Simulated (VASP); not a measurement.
A run of VASP 6.6.1:

File POSCAR:

```
Ir
1.0
    2.4828560295      0.0000000000      0.0000000000
    0.0000000000      2.4828560295      0.0000000000
    0.0000000000      0.0000000000      2.4828560295
Ir
1
Direct
    0.0000000000      0.0000000000      0.0000000000
```

The input INCAR.step1:

```
SYSTEM = Ir
  PREC = Accurate
  ENCUT = 520
  ISMEAR = -1
  SIGMA = 0.05
  LREAL = .FALSE.
  LASPH = .TRUE.
  NELM = 150
  ISPIN = 2
  MAGMOM = 1
  LMAXMIX = 4
  NBANDS = 14
  GGA = PE
  ALGO = Normal
  EDIFF = 1E-4
  LWAVE = .TRUE.
  LCHARG = .FALSE.
```

Contents of INCAR.step2:

```
SYSTEM = Ir
  PREC = Accurate
  ENCUT = 520
  EDIFF = 1E-6
  ISMEAR = -1
  SIGMA = 0.05
  LREAL = .FALSE.
  LASPH = .TRUE.
  NELM = 150
  ALGO = Normal
  ISIF = 2
  LWAVE = .FALSE.
  LCHARG = .FALSE.
  ISPIN = 2
  MAGMOM = 1
  LORBIT = 11
  LMAXMIX = 4
  METAGGA = R2SCAN
  LMIXTAU = .TRUE.
  NBANDS = 14
  ISTART = 1
```

KPOINTS

```
Automatic mesh
0
G
  14 14 14
  0 0 0
```

Potentials or basis: VASP PAW PBE potentials, release 64 (Ir).

Run with:

```sh
$ cat potpaw_PBE.64/Ir/POTCAR > POTCAR
$ cp INCAR.step1 INCAR
$ mpirun -np 1 vasp_std > vasp.out
$ cp INCAR.step2 INCAR
$ mpirun -np 1 vasp_std > vasp.out
```

Hardware: 1 thread of Intel(R) Xeon(R) 6975P-C (Granite Rapids) (shared host).

Q: Estimate the wall time of this run.

A: Run time: 53 s on 1 thread of Intel(R) Xeon(R) 6975P-C (Granite Rapids), with other jobs on the host, peak memory 0.15 GiB. Counts: k points 120.
